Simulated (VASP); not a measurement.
# SiSnTeSe3: relaxation of cell and atoms with PBE

SiSnTeSe3:

```
Si Sn Te Se
1.0
     6.39821    0.00000    0.00000
    -3.19911    5.54101    0.00000
     0.00000    0.00000    4.45581
Si Sn Te Se
1 1 1 3
Direct
  0.00000 0.00000 0.00000
  0.33333 0.66667 0.50000
  0.00000 0.00000 0.50000
  0.54636 0.45364 0.50000
  0.54636 0.09272 0.50000
  0.90728 0.45364 0.50000
```

The cell was generated, and may not be a known phase.

| Property | Result |
| --- | --- |
| Program | VASP 6.6.1 |
| Task | relaxation of cell and atoms |
| Functional | PBE |
| Potentials or basis | VASP PAW PBE potentials, release 64 (Si, Sn_d, Te, Se) |
| Cutoff | 600 eV |
| k mesh | 3 × 3 × 4 |
| Occupations | gaussian, width 0.1 eV |
| Spin | no spin polarisation |
| Dipole correction | no |
| Further INCAR settings | ALGO = Normal; EDIFF = 1e-06; IBRION = 2; EDIFFG = -0.04; NSW = 90; ISIF = 3 |

```
Relaxed volume                        : 39.24 Å³/atom
Relaxed cell                          : a = 7.297 Å, b = 7.297 Å, c = 5.106 Å, α = 90.00°, β = 90.00°, γ = 120.00°
Space group after relaxing (to 0.1 Å) : P-6m2 (No. 187)
Energy gained by relaxing             : 844.4 meV/atom
Ionic steps                           : 9
Pressure after relaxing               : 0.0 GPa
Largest force after relaxing          : 0.014 eV/Å
Band gap on the k mesh                : zero (bands 21 and 22 overlap by 0.41 eV)
```

Forces on the atoms (eV/Å):
```
Si   0.000  0.000  0.000
Sn   0.000  0.000  0.000
Te   0.000  0.000  0.000
Se  -0.013  0.007  0.000
Se   0.000 -0.014  0.000
Se   0.013  0.007  0.000
```

Stress tensor (GPa, compression positive):
```
-0.03  0.00  0.00
 0.00 -0.03  0.00
 0.00  0.00  0.05
```

Step by step:
```csv
step,energy change (eV),largest force (eV/Å),pressure (GPa),volume (Å³)
1,0.0000,2.2850,28.61,157.97
2,-4.1718,0.3165,-4.02,291.64
3,-5.0269,0.2888,0.21,232.95
4,-5.0286,0.2800,-0.15,235.68
5,-5.0570,0.1997,-0.12,235.64
6,-5.0580,0.1773,-0.10,235.62
7,-5.0629,0.1079,0.03,234.80
8,-5.0650,0.0289,0.19,233.91
9,-5.0663,0.0145,-0.01,235.47
```

Final structure:
```
CELL_PARAMETERS angstrom
7.29693 0.00000 0.00000
-3.64846 6.31932 0.00000
0.00000 0.00000 5.10642
ATOMIC_POSITIONS crystal
Si 0.00000 0.00000 0.00000
Sn 0.33333 0.66667 0.50000
Te 0.00000 0.00000 0.50000
Se 0.53606 0.46394 0.50000
Se 0.53606 0.07213 0.50000
Se 0.92787 0.46394 0.50000
```

Levels at points of the mesh, in eV from the Fermi level:
| k point | band 18 | band 19 | band 20 | band 21 | band 22 | band 23 | band 24 | band 25 |
| --- | --- | --- | --- | --- | --- | --- | --- | --- |
| (0.00, 0.00, 0.00) | -0.62 | -0.60 | -0.60 | 0.15 | 0.15 | 0.20 | 1.84 | 2.02 |
| (0.00, 0.00, 0.50) | -0.96 | -0.52 | -0.23 | -0.23 | 0.23 | 0.54 | 0.54 | 0.89 |

Wall time 11 min on 1 thread of Oxide Virtual Turin-like Processor, on a shared host, peak memory 0.32 GiB.

Caveat: the k points lie up to 0.33 Å⁻¹ apart in the final cell; the volume moved by over 15 % at a fixed basis, so the end points are rough; semilocal functionals underestimate gaps, and a narrow one can read as zero; spin-orbit coupling is left out, which moves the levels of the heavy elements.
